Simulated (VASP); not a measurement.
# AlIn2Sb3 (P3m1) in VASP: single point with PBE

Aim: the single point of AlIn2Sb3 with PBE.

All numbers are computed with VASP 6.6.1; they aren't measurements. Logs are shortened: lines on timing, memory, paths and dates and some standing lists are left out, and cuts for length are marked.

## 1. The cell of the first run

Symmetry: P3m1, No. 156, trigonal system. Conventional cell: a = 4.592 Å, b = 4.592 Å, c = 11.265 Å, α = 90.00°, β = 90.00°, γ = 120.00°. Al (site symmetry 3m) has 4 Sb at 2.69 to 2.77 Å within 3.6 Å. In (site symmetry 3m) has 4 Sb at 2.84 to 2.88 Å within 3.7 Å. Within 3.7 Å of In (site symmetry 3m) lie 4 Sb at 2.84 to 2.86 Å. Within 3.7 Å of Sb (site symmetry 3m) lie 3 Al at 2.77 Å and 1 In at 2.88 Å. Within 3.6 Å of Sb (site symmetry 3m) lie 1 Al at 2.69 Å and 3 In at 2.84 Å. Sb (site symmetry 3m) has 4 In at 2.84 to 2.86 Å within 3.7 Å.

## 2. Single point, PBE

INCAR

```
ALGO     = Normal         # electronic algorithm
EDIFF    = 1E-6           # SCF threshold, eV
ENCUT    = 520            # plane-wave cutoff, eV
GGA      = PE             # functional
ISIF     = 2              # what is computed and relaxed
ISMEAR   = 0              # smearing method
LASPH    = True           # aspherical terms in the spheres
LCHARG   = False          # write CHGCAR
LREAL    = False          # projectors in reciprocal space
LWAVE    = False          # write WAVECAR
NBANDS   = 31             # bands
NELM     = 60             # most SCF steps
PREC     = Accurate       # precision mode
SIGMA    = 0.1            # smearing width, eV
```

KPOINTS

```
k-points
0
Gamma
  12 12 4
```

POSCAR

```
AlIn2Sb3
1.0
    4.5916574392      0.0000000000      0.0000000000
   -2.2958287196      3.9764919878      0.0000000000
    0.0000000000      0.0000000000     11.2654250150
Al In Sb
1 2 3
Direct
    0.3333333333      0.6666666667      0.6670401214
    0.0000000000      0.0000000000      0.9941108050
    0.6666666667      0.3333333333      0.3379006677
    0.0000000000      0.0000000000      0.7388427119
    0.3333333333      0.6666666667      0.4279653718
    0.6666666667      0.3333333333      0.0841403221
```

Potentials or basis: VASP PAW PBE potentials, release 64 (Al, In_d, Sb).

Launch:

```
$ cat potpaw_PBE.64/Al/POTCAR potpaw_PBE.64/In_d/POTCAR potpaw_PBE.64/Sb/POTCAR > POTCAR
$ mpirun -np 1 vasp_std > vasp.out
```

OUTCAR:

```text
EDIFF = 1E-6
   ENCUT = 520
   GGA = PE
   ISIF = 2
   ISMEAR = 0
   LASPH = True
   LREAL = False
   NELM = 60
   PREC = Accurate

 ion  position               nearest neighbor table
   1  0.333  0.667  0.667-   5 2.69   4 2.77   4 2.77   4 2.77
   2  0.000  0.000  0.994-   6 2.84   6 2.84   6 2.84   4 2.88
   3  0.667  0.333  0.338-   5 2.84   5 2.84   5 2.84   6 2.86
   4  0.000  0.000  0.739-   1 2.77   1 2.77   1 2.77   2 2.88
   5  0.333  0.667  0.428-   1 2.69   3 2.84   3 2.84   3 2.84
   6  0.667  0.333  0.084-   2 2.84   2 2.84   2 2.84   3 2.86

  LATTYP: Found a hexagonal cell.
 ALAT       =     4.5916574392
 C/A-ratio  =     2.4534550245

  Lattice vectors:

 A1 = (   4.5916574392,   0.0000000000,   0.0000000000)
 A2 = (  -2.2958287196,   3.9764919878,   0.0000000000)
 A3 = (   0.0000000000,   0.0000000000,  11.2654250150)

Analysis of symmetry for initial positions (statically):
=====================================================================
 Subroutine PRICEL returns:
 Original cell was already a primitive cell.

 Routine SETGRP: Setting up the symmetry group for a
 hexagonal supercell.

 Subroutine GETGRP returns: Found  6 space group operations
 (whereof  6 operations were pure point group operations)
 out of a pool of 24 trial point group operations.

The static configuration has the point symmetry C_3v.

Analysis of symmetry for dynamics (positions and initial velocities):
=====================================================================
 Subroutine PRICEL returns:
 Original cell was already a primitive cell.

 Routine SETGRP: Setting up the symmetry group for a
 hexagonal supercell.

 Subroutine GETGRP returns: Found  6 space group operations
 (whereof  6 operations were pure point group operations)
 out of a pool of 24 trial point group operations.

The dynamic configuration has the point symmetry C_3v.

 Subroutine INISYM returns: Found  6 space group operations
 (whereof  6 operations are pure point group operations),
 and found     1 'primitive' translations

[... 96 lines left out ...]
   ISPIN  =      1    spin polarized calculation?
   LNONCOLLINEAR =      F non collinear calculations
   LSORBIT =      F    spin-orbit coupling
   LASPH  =      T    aspherical Exc in radial PAW
   ENCUT  =  520.0 eV  38.22 Ry    6.18 a.u.   8.54  8.54 20.95*2*pi/ulx,y,z
   NELM   =     60;   NELMIN=  2; NELMDL= -5     # of ELM steps
   EDIFF  = 0.1E-05   stopping-criterion for ELM
   LREAL  =      F    real-space projection
   EDIFFG = 0.1E-04   stopping-criterion for IOM
   NSW    =      0    number of steps for IOM
   IBRION =     -1    ionic relax: 0-MD 1-quasi-New 2-CG
   NFREE  =      0    steps in history (QN), initial steepest desc. (CG)
   ISIF   =      2    stress and relaxation
   ISYM   =      2    0-nonsym 1-usesym 2-fastsym
   POTIM  = 0.5000    time-step for ionic-motion
   TEBEG  =    0.0;   TEEND  =   0.0 temperature during run
   PSTRESS=    0.0 pullay stress
   NELECT =      44.0000    total number of electrons
   NUPDOWN=      -1.0000    fix difference up-down
   EMIN   =  10.00;   EMAX   =-10.00  energy-range for DOS
   EFERMI =   0.00;   METHOD = LEGACY
   ISMEAR =     0;   SIGMA  =   0.10  broadening in eV -4-tet -1-fermi 0-gaus
   EFERMI_NEDOS =   21; number of points for ismear=-14 and -15
   IALGO  =     38    algorithm
   IMIX   =      4    mixing-type and parameters
     AMIX     =   0.40;   BMIX     =  1.00
     AMIX_MAG =   1.60;   BMIX_MAG =  1.00
  volume/ion in A,a.u.               =      34.28       231.35
  Fermi-wavevector in a.u.,A,eV,Ry     =   0.979084  1.850201 13.042622  0.958606
  Thomas-Fermi vector in A             =   2.109910
   LORBIT       =      0    0 simple, 1 ext, 2 COOP (PROOUT), +10 PAW based schemes
   GGA     = PE    functional components
   LHFCALC =     F    Hartree Fock is set to
   AEXX    =    0.0000 exact exchange contribution
   IVDW    =     0    specifies the selected vdW correction
   LEPSILON=     F    determine dielectric tensor
   LRPA    =     F    only Hartree local field effects (RPA)
 non-spin polarized calculation
 Gauss-broadening in eV      SIGMA  =   0.10
  energy-cutoff  :      520.00
  volume of cell :      205.69
 maximum number of plane-waves:      5598
 NGX is ok and might be reduce to    36
   NGX = 17   NGY = 17   NGZ = 41

 number of electron      44.0000004 magnetization

 Free energy of the ion-electron system (eV)
  ---------------------------------------------------
  ext. energy  EPLUGINS =         0.00000000
  ---------------------------------------------------
  free energy    TOTEN  =       -22.02574996 eV

  energy without entropy =      -22.02532297  energy(sigma->0) =      -22.02553646

 E-fermi :   4.5520     XC(G=0):  -8.4344

 val. band max:        4.5059424473   @ k =   0.0000   0.0000   0.0000
 cond. band min:       4.9825737034   @ k =   0.0000   0.0000   0.2500
 fundamental gap:      0.4766312561
 Fermi energy:         4.5520001663

 k-point     1 :       0.0000    0.0000    0.0000
  band No.  band energies     occupation
      1      -9.9936      2.00000
      2      -9.9688      2.00000
      3      -9.9688      2.00000
      4      -9.9632      2.00000
      5      -9.9470      2.00000
      6      -9.9470      2.00000
[... 805 lines left out ...]
     30       8.5189      0.00000
     31       8.5239      0.00000

 [... further k-points ...]

------------------------ aborting loop because EDIFF is reached ----------------------------------------

  FORCE on cell =-STRESS in cart. coord.  units (eV):
  Direction    XX          YY          ZZ          XY          YZ          ZX
  --------------------------------------------------------------------------------------
  -------------------------------------------------------------------------------------
  Total        0.0292151      0.0292151      0.0309956     -0.0000000     -0.0000000     -0.0000000
  in kB        0.2275625      0.2275625      0.2414309     -0.0000000     -0.0000000     -0.0000000
  external PRESSURE =       0.2321853 kB  Pullay stress =       0.0000000 kB

 VOLUME and BASIS-vectors are now :
 -----------------------------------------------------------------------------
  energy-cutoff  :      520.00
  volume of cell :      205.69
      direct lattice vectors                 reciprocal lattice vectors
     4.591657439  0.000000000  0.000000000     0.217786282  0.125738968  0.000000000
    -2.295828720  3.976491988  0.000000000     0.000000000  0.251477937  0.000000000
     0.000000000  0.000000000 11.265425015     0.000000000  0.000000000  0.088767179

 POSITION                                       TOTAL-FORCE (eV/Angst)
 -----------------------------------------------------------------------------------
     -0.00000      2.65099      7.51449         0.000000      0.000000      0.007459
      0.00000      0.00000     11.19908        -0.000000      0.000000      0.000851
      2.29583      1.32550      3.80659        -0.000000      0.000000      0.000323
      0.00000      0.00000      8.32338         0.000000      0.000000      0.008106
     -0.00000      2.65099      4.82121         0.000000      0.000000     -0.015122
      2.29583      1.32550      0.94788         0.000000      0.000000     -0.001616
 -----------------------------------------------------------------------------------
    total drift:                                0.000000      0.000000      0.000895

  FREE ENERGIE OF THE ION-ELECTRON SYSTEM (eV)
  ---------------------------------------------------
  free  energy   TOTEN  =       -22.0257499563 eV

  energy  without entropy=      -22.0253229687  energy(sigma->0) =      -22.02553646
```

stdout:

```text
POSCAR found type information on POSCAR AlInSb
 POSCAR found :  3 types and       6 ions
 scaLAPACK will be used
 LDA part: xc-table for (Slater+PW92), standard interpolation
 POSCAR, INCAR and KPOINTS ok, starting setup
 FFT: planning ... GRIDC
 FFT: planning ... GRID_SOFT
 FFT: planning ... GRID
 WAVECAR not read
 entering main loop
```

Run time: 6.7 min. Hardware: 1 thread of Intel Xeon Platinum 8259CL at 2.50GHz (Skylake/Cascade Lake), shared host; peak memory 0.59 GiB.

Results:

* Free energy: -22.0257 eV
* Pressure: 0.0 GPa
* Largest force: 0.015 eV/Å
* Band gap on the k mesh: zero (filled and empty bands touch)

Forces on the atoms (eV/Å):
```
Al   0.000  0.000  0.007
In   0.000  0.000  0.001
In   0.000  0.000  0.000
Sb   0.000  0.000  0.008
Sb   0.000  0.000 -0.015
Sb   0.000  0.000 -0.002
```

Levels at points of the mesh, in eV from the Fermi level:
```csv
k point,band 19,band 20,band 21,band 22,band 23,band 24,band 25,band 26
"(0.00, 0.00, 0.00)",-0.66,-0.21,-0.14,-0.05,-0.05,0.58,0.91,2.79
"(0.50, 0.00, 0.00)",-2.17,-2.14,-1.45,-1.28,1.15,1.23,1.72,1.75
"(0.00, 0.00, 0.50)",-0.46,-0.46,-0.24,-0.24,0.45,0.96,1.14,3.01
"(0.50, 0.00, 0.50)",-2.15,-1.81,-1.04,-0.98,0.50,1.23,1.72,2.57
```

Caveat: spin-orbit coupling is left out, which moves the levels of the heavy elements.
